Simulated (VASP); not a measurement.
Write the native input for VASP 6.6.1 that does the following.

```yaml
Task: electric field gradients
Functional: PBE
Potentials_or_basis: VASP PAW PBE potentials, release 64 (Fe)
Cutoff: 520 eV
k_mesh: 17 × 17 × 10
Occupations: fermi-dirac, width 0.08 eV
Spin: no spin polarisation
Dipole_correction: no
Further_INCAR_settings: ALGO = Normal; EDIFF = 1e-08; NBANDS = 15
```

The structure of Fe lies in POSCAR:

```
Fe
1.0
    2.4422445470      0.0000000000      0.0000000000
   -1.2211222735      2.1150458200      0.0000000000
    0.0000000000      0.0000000000      3.8546984657
Fe
2
Direct
    0.3333333333      0.6666666667      0.2500000000
    0.6666666667      0.3333333333      0.7500000000
```

This cell differs from its parent crystal: volume scaled by 1.01.

These files were run (other wordings do the same):

INCAR

```
PREC = Accurate
ENCUT = 520
EDIFF = 1E-8
ISMEAR = -1
SIGMA = 0.08
LREAL = F
LASPH = T
NELM = 60
ALGO = Normal
ISIF = 2
LWAVE = F
LCHARG = F
GGA = PE
LEFG = T
NBANDS = 15
```

KPOINTS

```
regular mesh
0
Gamma
  17 17 10
```

Potentials or basis: VASP PAW PBE potentials, release 64 (Fe).

The run is started by

```sh
$ cat potpaw_PBE.64/Fe/POTCAR > POTCAR
$ mpirun -np 1 vasp_std > vasp.out
```

It gave:

```yaml
Pressure: 6.9 GPa
Band_gap_on_the_k_mesh: zero (band 8 reaches 8.04 eV, above the bottom of band 9 at 6.16 eV)
```

Caveat: without QUAD_EFG the Cq values of the log hold for a quadrupole moment of 1 mb, not for the nuclei; the run has no spin polarisation, though such a crystal can be magnetic.

It took 38 s on 1 thread of AMD EPYC 7R13 Processor (Zen 3), with other jobs on the host, peak memory 0.13 GiB.
